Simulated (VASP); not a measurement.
Set up this calculation in VASP 6.6.1, as the native input.

* Task: single point
* Functional: r2SCAN
* Potentials or basis: VASP PAW PBE potentials, release 64 (Ta_pv, N)
* Cutoff: 520 eV
* k mesh: 16 × 16 × 12
* Occupations: gaussian, width 0.1 eV
* Spin: no spin polarisation
* Dipole correction: no
* Further INCAR settings: ALGO = Normal; EDIFF = 1e-06; NBANDS = 24

TaN:

```xyz
4
Lattice="2.2642 2.2642 0.0000 -2.2642 2.2642 0.0000 0.0000 0.0000 4.3450" Properties=species:S:1:pos:R:3 pbc="T T T"
Ta    0.0000    2.2642    0.0000
Ta    0.0000    0.0000    2.1725
N     0.0000    0.0000    0.0000
N     0.0000    2.2642    2.1725
```

This cell differs from its parent crystal: biaxial strain in the a-b plane: +3.0 %, then relaxed in part.

The input as run:

POSCAR

```
TaN
1.0
    2.2642143050      2.2642143050      0.0000000000
   -2.2642143050      2.2642143050      0.0000000000
    0.0000000000      0.0000000000      4.3449623697
Ta N
2 2
Direct
    0.5000000000      0.5000000000      0.0000000000
    0.0000000000      0.0000000000      0.5000000000
    0.0000000000      0.0000000000      0.0000000000
    0.5000000000      0.5000000000      0.5000000000
```

INCAR.step1

```
SYSTEM = TaN
PREC = Accurate
ENCUT = 520
ISMEAR = 0
SIGMA = 0.1
LREAL = .FALSE.
LASPH = .TRUE.
NELM = 100
NBANDS = 24
GGA = PE
ALGO = Normal
EDIFF = 1E-4
LWAVE = .TRUE.
LCHARG = .FALSE.
```

INCAR.step2

```
SYSTEM = TaN
PREC = Accurate
ENCUT = 520
EDIFF = 1E-6
ISMEAR = 0
SIGMA = 0.1
LREAL = .FALSE.
LASPH = .TRUE.
NELM = 100
ALGO = Normal
ISIF = 2
LWAVE = .FALSE.
LCHARG = .TRUE.
METAGGA = R2SCAN
LMIXTAU = .TRUE.
LELF = .TRUE.
LVHAR = .TRUE.
NBANDS = 24
ISTART = 1
```

KPOINTS

```
regular mesh
0
G
  16 16 12
  0 0 0
```

Potentials or basis: VASP PAW PBE potentials, release 64 (Ta_pv, N).

The run is started by

```console
$ cat potpaw_PBE.64/Ta_pv/POTCAR potpaw_PBE.64/N/POTCAR > POTCAR
$ cp INCAR.step1 INCAR
$ mpirun -np 1 vasp_std > vasp.out
$ cp INCAR.step2 INCAR
$ mpirun -np 1 vasp_std > vasp.out
```

It gave:

- Pressure: -12.2 GPa
- Band gap on the k mesh: zero (bands 16 and 17 overlap by 3.80 eV)

Caveat: the cell differs from its parent crystal (biaxial strain in the a-b plane: +3.0 %, then relaxed in part); the cell stands under tension; the PAW data sets were made with another functional, which shifts forces and pressure a little; spin-orbit coupling is left out, which moves the levels of the heavy elements.

Run time: 13 min on 1 thread of Intel Xeon 8259CL, with other jobs on the host, peak memory 0.39 GiB.
